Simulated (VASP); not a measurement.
Here is a VASP 6.6.1 calculation.

POSCAR

```
Ge
1.0
   -1.6084200000      1.6084200000      1.8731800000
    1.6084200000     -1.6084200000      1.8731800000
    1.6084200000      1.6084200000     -1.8731800000
Ge
1
Direct
    0.5000000000      0.5000000000      0.0000000000
```

File INCAR.step1:

```
SYSTEM = Ge
PREC = Accurate
ENCUT = 520
EDIFF = 1E-5
ISMEAR = -1
SIGMA = 0.05
LREAL = .FALSE.
LASPH = .TRUE.
NELM = 80
ALGO = Normal
ISIF = 2
LWAVE = .TRUE.
LCHARG = .FALSE.
GGA = PE
NBANDS = 13
```

File INCAR.step2:

```
SYSTEM = Ge
PREC = Accurate
ENCUT = 520
EDIFF = 1E-6
ISMEAR = -1
SIGMA = 0.05
LREAL = .FALSE.
LASPH = .TRUE.
NELM = 80
ALGO = Normal
ISIF = 2
LWAVE = .FALSE.
LCHARG = .FALSE.
GGA = PE
LHFCALC = .TRUE.
AEXX = 1.0
ALDAC = 0.0
AGGAC = 0.0
PRECFOCK = Normal
ISTART = 1
NBANDS = 13
```

KPOINTS

```
regular mesh
0
G
  6 6 6
  0 0 0
```

Potentials or basis: VASP PAW PBE potentials, release 64 (Ge_d).

Command:

```sh
$ cat potpaw_PBE.64/Ge_d/POTCAR > POTCAR
$ cp INCAR.step1 INCAR
$ mpirun -np 1 vasp_std > vasp.out
$ cp INCAR.step2 INCAR
$ mpirun -np 1 vasp_std > vasp.out
```

(1) Predict the band gap on the k mesh.

(2) What does it give for the pressure?

## Answers

(1) zero (bands 7 and 8 overlap by 19.73 eV).

(2) 5.9 GPa.

Caveat: the k points lie up to 0.43 Å⁻¹ apart, too coarse for converged energies and pressures of a metal; the PAW data sets were made with another functional, which shifts forces and pressure a little.
